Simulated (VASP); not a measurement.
# NaH (Fm-3m) in VASP: further runs, part 2 of 2

VASP 6.6.1. The steps go on from the part before.

## (4) Single point, PBE (volume changed by +5%)

File INCAR:

```
SYSTEM = NaH
PREC = Accurate
ENCUT = 520
EDIFF = 1E-6
ISMEAR = 0
SIGMA = 0.01
LREAL = .False.
LASPH = .True.
NELM = 100
ALGO = Normal
ISIF = 2
LWAVE = .False.
LCHARG = .False.
GGA = PE
NBANDS = 11
```

File KPOINTS:

```
Automatic mesh
0
Gamma
  6 6 6
  0 0 0
```

File POSCAR:

```
NaH
1.0
    0.0000000000      2.4368220934      2.4368220934
    2.4368220934      0.0000000000      2.4368220934
    2.4368220934      2.4368220934      0.0000000000
Na H
1 1
Direct
    0.0000000000      0.0000000000      0.0000000000
    0.5000000000      0.5000000000      0.5000000000
```

Potentials or basis: VASP PAW PBE potentials, release 64 (Na_pv, H).

Started as:

```bash
cat potpaw_PBE.64/Na_pv/POTCAR potpaw_PBE.64/H/POTCAR > POTCAR
mpirun -np 1 vasp_std > vasp.out
```

OUTCAR:

```text
SYSTEM = NaH
   PREC = Accurate
   ENCUT = 520
   EDIFF = 1E-6
   ISMEAR = 0
   LREAL = .False.
   LASPH = .True.
   NELM = 100
   ISIF = 2
   GGA = PE

 ion  position               nearest neighbor table
   1  0.000  0.000  0.000-
   2  0.500  0.500  0.500-

  LATTYP: Found a face centered cubic cell.
 ALAT       =     4.8736441868

  Lattice vectors:

 A1 = (   0.0000000000,   2.4368220934,   2.4368220934)
 A2 = (   2.4368220934,   0.0000000000,   2.4368220934)
 A3 = (   2.4368220934,   2.4368220934,   0.0000000000)

Analysis of symmetry for initial positions (statically):
=====================================================================
 Subroutine PRICEL returns:
 Original cell was already a primitive cell.

 Routine SETGRP: Setting up the symmetry group for a
 face centered cubic supercell.

 Subroutine GETGRP returns: Found 48 space group operations
 (whereof 48 operations were pure point group operations)
 out of a pool of 48 trial point group operations.

The static configuration has the point symmetry O_h .

Analysis of symmetry for dynamics (positions and initial velocities):
=====================================================================
 Subroutine PRICEL returns:
 Original cell was already a primitive cell.

 Routine SETGRP: Setting up the symmetry group for a
 face centered cubic supercell.

 Subroutine GETGRP returns: Found 48 space group operations
 (whereof 48 operations were pure point group operations)
 out of a pool of 48 trial point group operations.

The dynamic configuration has the point symmetry O_h .

 Subroutine INISYM returns: Found 48 space group operations
 (whereof 48 operations are pure point group operations),
 and found     1 'primitive' translations

----------------------------------------------------------------------------------------

                                     Primitive cell

  volume of cell :      28.9402

  direct lattice vectors                    reciprocal lattice vectors
     0.000000000  2.436822093  2.436822093    -0.205185270  0.205185270  0.205185270
     2.436822093  0.000000000  2.436822093     0.205185270 -0.205185270  0.205185270
     2.436822093  2.436822093  0.000000000     0.205185270  0.205185270 -0.205185270

  length of vectors
     3.446186854  3.446186854  3.446186854     0.355391313  0.355391313  0.355391313

  position of ions in fractional coordinates (direct lattice)
     0.000000000  0.000000000  0.000000000
     0.500000000  0.500000000  0.500000000

  ion indices of the primitive-cell ions
   primitive index   ion index
                 1           1
                 2           2

----------------------------------------------------------------------------------------

 KPOINTS: Automatic mesh

Automatic generation of k-mesh.
 Grid dimensions read from file:
 generate k-points for:    6    6    6

 Generating k-lattice:

  Cartesian coordinates                     Fractional coordinates (reciprocal lattice)
    -0.034197545  0.034197545  0.034197545     0.166666667  0.000000000  0.000000000
     0.034197545 -0.034197545  0.034197545     0.000000000  0.166666667  0.000000000
     0.034197545  0.034197545 -0.034197545     0.000000000  0.000000000  0.166666667

  Length of vectors
     0.059231886  0.059231886  0.059231886

  Shift w.r.t. Gamma in fractional coordinates (k-lattice)
     0.000000000  0.000000000  0.000000000

 Subroutine IBZKPT returns following result:
 ===========================================

 Found     16 irreducible k-points:

 Following reciprocal coordinates:
            Coordinates               Weight
  0.000000  0.000000  0.000000      1.000000
  0.166667  0.000000  0.000000      8.000000
  0.333333  0.000000  0.000000      8.000000
  0.500000  0.000000  0.000000      4.000000
  0.166667  0.166667  0.000000      6.000000
  0.333333  0.166667  0.000000     24.000000
[... 8 lines left out ...]
 -0.333333  0.333333  0.166667     24.000000
 -0.333333  0.500000  0.166667     12.000000
   k-points           NKPTS =     16   k-points in BZ     NKDIM =     16   number of bands    NBANDS=     11
   number of dos      NEDOS =    301   number of ions     NIONS =      2
   total plane-waves  NPLWV =  21952
   dimension x,y,z NGX =    28 NGY =   28 NGZ =   28
   dimension x,y,z NGXF=    56 NGYF=   56 NGZF=   56
   ions per type =               1   1
   NGX,Y,Z   is equivalent  to a cutoff of  13.51, 13.51, 13.51 a.u.
   NGXF,Y,Z  is equivalent  to a cutoff of  27.01, 27.01, 27.01 a.u.
 SYSTEM =  NaH
   PREC   = accura    normal or accurate (medium, high low for compatibility)
   ISTART =      0    job   : 0-new  1-cont  2-samecut
   ICHARG =      2    charge: 1-file 2-atom 10-const
   ISPIN  =      1    spin polarized calculation?
   LNONCOLLINEAR =      F non collinear calculations
   LSORBIT =      F    spin-orbit coupling
   LASPH  =      T    aspherical Exc in radial PAW
   ENCUT  =  520.0 eV  38.22 Ry    6.18 a.u.   6.41  6.41  6.41*2*pi/ulx,y,z
   NELM   =    100;   NELMIN=  2; NELMDL= -5     # of ELM steps
   EDIFF  = 0.1E-05   stopping-criterion for ELM
   LREAL  =      F    real-space projection
   EDIFFG = 0.1E-04   stopping-criterion for IOM
   NSW    =      0    number of steps for IOM
   IBRION =     -1    ionic relax: 0-MD 1-quasi-New 2-CG
   NFREE  =      0    steps in history (QN), initial steepest desc. (CG)
   ISIF   =      2    stress and relaxation
   ISYM   =      2    0-nonsym 1-usesym 2-fastsym
   POTIM  = 0.5000    time-step for ionic-motion
   TEBEG  =    0.0;   TEEND  =   0.0 temperature during run
   PSTRESS=    0.0 pullay stress
   NELECT =       8.0000    total number of electrons
   NUPDOWN=      -1.0000    fix difference up-down
   EMIN   =  10.00;   EMAX   =-10.00  energy-range for DOS
   EFERMI =   0.00;   METHOD = LEGACY
   ISMEAR =     0;   SIGMA  =   0.01  broadening in eV -4-tet -1-fermi 0-gaus
   EFERMI_NEDOS =   21; number of points for ismear=-14 and -15
   IALGO  =     38    algorithm
   IMIX   =      4    mixing-type and parameters
     AMIX     =   0.40;   BMIX     =  1.00
     AMIX_MAG =   1.60;   BMIX_MAG =  1.00
  volume/ion in A,a.u.               =      14.47        97.65
  Fermi-wavevector in a.u.,A,eV,Ry     =   1.066443  2.015285 15.473917  1.137301
  Thomas-Fermi vector in A             =   2.202027
   LORBIT       =      0    0 simple, 1 ext, 2 COOP (PROOUT), +10 PAW based schemes
   GGA     = PE    functional components
   LHFCALC =     F    Hartree Fock is set to
   AEXX    =    0.0000 exact exchange contribution
   IVDW    =     0    specifies the selected vdW correction
   LEPSILON=     F    determine dielectric tensor
   LRPA    =     F    only Hartree local field effects (RPA)
 non-spin polarized calculation
 Gauss-broadening in eV      SIGMA  =   0.01
  energy-cutoff  :      520.00
  volume of cell :       28.94
 maximum number of plane-waves:       797
 NGX is ok and might be reduce to    28
   NGX = 13   NGY = 13   NGZ = 13

 number of electron       8.0000007 magnetization

 Free energy of the ion-electron system (eV)
  ---------------------------------------------------
  ext. energy  EPLUGINS =         0.00000000
  ---------------------------------------------------
  free energy    TOTEN  =        -5.08649589 eV

  energy without entropy =       -5.08649589  energy(sigma->0) =       -5.08649589

 E-fermi :  -1.1847     XC(G=0):  -7.6852

 val. band max:       -1.2373931562   @ k =  -0.3333   0.5000   0.1667
 cond. band min:       2.5251551016   @ k =   0.5000   0.0000   0.0000
 fundamental gap:      3.7625482578
 Fermi energy:        -1.1846970968

 k-point     1 :       0.0000    0.0000    0.0000
  band No.  band energies     occupation
      1     -23.3407      2.00000
      2     -23.3407      2.00000
      3     -23.3407      2.00000
      4      -4.7394      2.00000
      5       9.0040      0.00000
      6      14.2210      0.00000
      7      14.2210      0.00000
      8      14.2210      0.00000
      9      15.0178      0.00000
     10      15.0178      0.00000
     11      15.0178      0.00000
[... 197 lines left out ...]
 k-point    16 :      -0.3333    0.5000    0.1667
  band No.  band energies     occupation
      1     -23.4054      2.00000
      2     -23.3817      2.00000
      3     -23.3713      2.00000
      4      -1.2374      2.00000
      5       4.0044      0.00000
      6       5.8567      0.00000
      7       7.3634      0.00000
      8      13.5789      0.00000
      9      13.5964      0.00000
     10      19.2207      0.00000
     11      19.4687      0.00000

------------------------ aborting loop because EDIFF is reached ----------------------------------------

  FORCE on cell =-STRESS in cart. coord.  units (eV):
  Direction    XX          YY          ZZ          XY          YZ          ZX
  --------------------------------------------------------------------------------------
  -------------------------------------------------------------------------------------
  Total       -0.1088064     -0.1088064     -0.1088064      0.0000000      0.0000000     -0.0000000
  in kB       -6.0237007     -6.0237007     -6.0237007      0.0000000      0.0000000     -0.0000000
  external PRESSURE =      -6.0237007 kB  Pullay stress =       0.0000000 kB

 VOLUME and BASIS-vectors are now :
 -----------------------------------------------------------------------------
  energy-cutoff  :      520.00
  volume of cell :       28.94
      direct lattice vectors                 reciprocal lattice vectors
     0.000000000  2.436822093  2.436822093    -0.205185270  0.205185270  0.205185270
     2.436822093  0.000000000  2.436822093     0.205185270 -0.205185270  0.205185270
     2.436822093  2.436822093  0.000000000     0.205185270  0.205185270 -0.205185270

 POSITION                                       TOTAL-FORCE (eV/Angst)
 -----------------------------------------------------------------------------------
      0.00000      0.00000      0.00000         0.000000     -0.000000      0.000000
      2.43682      2.43682      2.43682         0.000000      0.000000     -0.000000
 -----------------------------------------------------------------------------------
    total drift:                               -0.000000     -0.000000     -0.000000

  FREE ENERGIE OF THE ION-ELECTRON SYSTEM (eV)
  ---------------------------------------------------
  free  energy   TOTEN  =        -5.0864958939 eV

  energy  without entropy=       -5.0864958939  energy(sigma->0) =       -5.08649589
```

OSZICAR:

```text
N       E                     dE             d eps       ncg     rms          rms(c)
DAV:   1     0.391620348934E+02    0.39162E+02   -0.45943E+03   355   0.747E+02
DAV:   2    -0.383442391253E+01   -0.42996E+02   -0.42028E+02   373   0.208E+02
DAV:   3    -0.550111075647E+01   -0.16667E+01   -0.16651E+01   448   0.366E+01
DAV:   4    -0.551187084111E+01   -0.10760E-01   -0.10760E-01   422   0.299E+00
DAV:   5    -0.551197584161E+01   -0.10500E-03   -0.10500E-03   396   0.295E-01    0.317E+00
DAV:   6    -0.517235766288E+01    0.33962E+00   -0.34381E-01   400   0.273E+00    0.146E+00
DAV:   7    -0.508166519731E+01    0.90692E-01   -0.33290E-01   391   0.211E+00    0.354E-01
DAV:   8    -0.508658745048E+01   -0.49223E-02   -0.10267E-02   379   0.941E-01    0.684E-02
DAV:   9    -0.508650649415E+01    0.80956E-04   -0.11981E-03   423   0.357E-01    0.228E-02
DAV:  10    -0.508649282924E+01    0.13665E-04   -0.62765E-05   402   0.497E-02    0.437E-03
DAV:  11    -0.508649614349E+01   -0.33143E-05   -0.62352E-06   390   0.113E-02    0.308E-03
DAV:  12    -0.508649589388E+01    0.24961E-06   -0.21704E-07   251   0.316E-03
   1 F= -.50864959E+01 E0= -.50864959E+01  d E =-.273111E-15
```

stdout:

```text
POSCAR found type information on POSCAR NaH
 POSCAR found :  2 types and       2 ions
 scaLAPACK will be used
 LDA part: xc-table for (Slater+PW92), standard interpolation
 POSCAR, INCAR and KPOINTS ok, starting setup
 FFT: planning ... GRIDC
 FFT: planning ... GRID_SOFT
 FFT: planning ... GRID
 WAVECAR not read
 entering main loop
```

It took 11 s on 1 thread of Intel Xeon Platinum 8259CL at 2.50GHz (Skylake/Cascade Lake), shared host; peak memory 0.14 GiB.

Results:

```
Free energy            : -5.0865 eV
Pressure               : -0.6 GPa
Band gap on the k mesh : 3.76 eV, indirect (least direct gap 4.56 eV)
```

 A k mesh can miss the band edges.

## (5) Single point, PBE (volume changed by +10%)

File INCAR:

```
ALGO = Normal
EDIFF = 1E-6
ENCUT = 520
GGA = PE
ISIF = 2
ISMEAR = 0
LASPH = True
LCHARG = False
LREAL = False
LWAVE = False
NBANDS = 11
NELM = 80
PREC = Accurate
SIGMA = 0.01
```

File KPOINTS:

```
k-points
0
Gamma
  6 6 6
```

File POSCAR:

```
NaH
1.0
    0.0000000000      2.4749035895      2.4749035895
    2.4749035895      0.0000000000      2.4749035895
    2.4749035895      2.4749035895      0.0000000000
Na H
1 1
Direct
    0.0000000000      0.0000000000      0.0000000000
    0.5000000000      0.5000000000      0.5000000000
```

Started as:

```bash
cat potpaw_PBE.64/Na_pv/POTCAR potpaw_PBE.64/H/POTCAR > POTCAR
mpirun -np 1 vasp_std > vasp.out
```

Run time: 10 s. Hardware: 1 thread of Intel Xeon Platinum 8259CL at 2.50GHz (Skylake/Cascade Lake), shared host; peak memory 0.14 GiB.

The run converged. Its results:

```yaml
Free_energy: -5.0778 eV
Pressure: -1.5 GPa
Band_gap_on_the_k_mesh: 3.68 eV, indirect (least direct gap 4.46 eV)
```

Levels at points of the mesh, in eV from the valence-band top:
| k point | band 1 | band 2 | band 3 | band 4 | band 5 | band 6 | band 7 | band 8 | band 9 |
| --- | --- | --- | --- | --- | --- | --- | --- | --- | --- |
| (0.00, 0.00, 0.00) | -22.19 | -22.19 | -22.19 | -3.38 | 9.84 | 15.12 | 15.12 | 15.12 | 15.81 |
| (0.50, 0.00, 0.00) | -22.26 | -22.20 | -22.20 | -0.78 | 3.68 | 10.34 | 12.99 | 12.99 | 15.66 |
| (0.50, 0.50, 0.00) | -22.26 | -22.22 | -22.22 | -0.12 | 4.54 | 9.81 | 10.28 | 10.28 | 11.09 |

 A k mesh can miss the band edges.

## (6) Summary

| cell | gap on the mesh (eV) | pressure (GPa) |
| --- | --- | --- |
| a = 3.333 Å, angles 60.0°, 2 atoms | 3.94 | 2.0 |
| a = 3.274 Å, angles 60.0°, 2 atoms | 4.04 | 3.8 |
| a = 3.446 Å, angles 60.0°, 2 atoms | 3.76 | -0.6 |
| a = 3.500 Å, angles 60.0°, 2 atoms | 3.68 | -1.5 |

Alike in all rows: task single point; level PBE; potentials or basis VASP PAW PBE potentials, release 64 (Na_pv, H); no spin polarisation; k mesh 6 × 6 × 6; cutoff (eV) 520; smearing gaussian 0.01 eV.

Total energies depend on the potentials used, so only differences within one code and one set of settings carry meaning.
